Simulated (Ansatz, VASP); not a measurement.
# One calculation of WSe2, two programs

```
W Se
1.0
     3.31442    0.00000    0.00000
    -1.65721    2.87038    0.00000
     0.00000    0.00000   29.80009
W Se
3 6
Direct
  0.66667 0.33333 0.00000
  0.33333 0.66667 0.76994
  0.33333 0.66667 0.23006
  0.33333 0.66667 0.05577
  0.66667 0.33333 0.82572
  0.66667 0.33333 0.28580
  0.33333 0.66667 0.94423
  0.66667 0.33333 0.71420
  0.66667 0.33333 0.17428
```

Alike in both runs: task single point; functional r2SCAN; k mesh 6 × 6 × 1; occupations gaussian, width 0.05 eV; no spin polarisation.

|  | VASP | Ansatz |
| --- | --- | --- |
| version | VASP 6.6.1 | Ansatz 0.2.0 |
| potentials or method | VASP PAW PBE potentials, release 64 (W_sv, Se), cutoff 520 eV | scalar-relativistic, plane waves, PAW |
| valence electrons in the cell | 78 | 138 |

```csv
,VASP,Ansatz,Ansatz less VASP
gap on the k mesh at the Fermi level (eV),1.51,1.51,+0.006
least direct gap on the mesh (eV),1.60,1.60,+0.002
rms of the force components (eV/Å),0.021,0.000,-0.0209
```

VASP's potentials were made for PBE, not for r2SCAN. Atom by atom the forces differ by 0.021 eV/Å (rms over components). VASP's potentials hold 78 valence electrons a cell and Ansatz's 138, so a difference there can come from the potentials and not from the codes.

Neither program's run includes spin-orbit coupling.
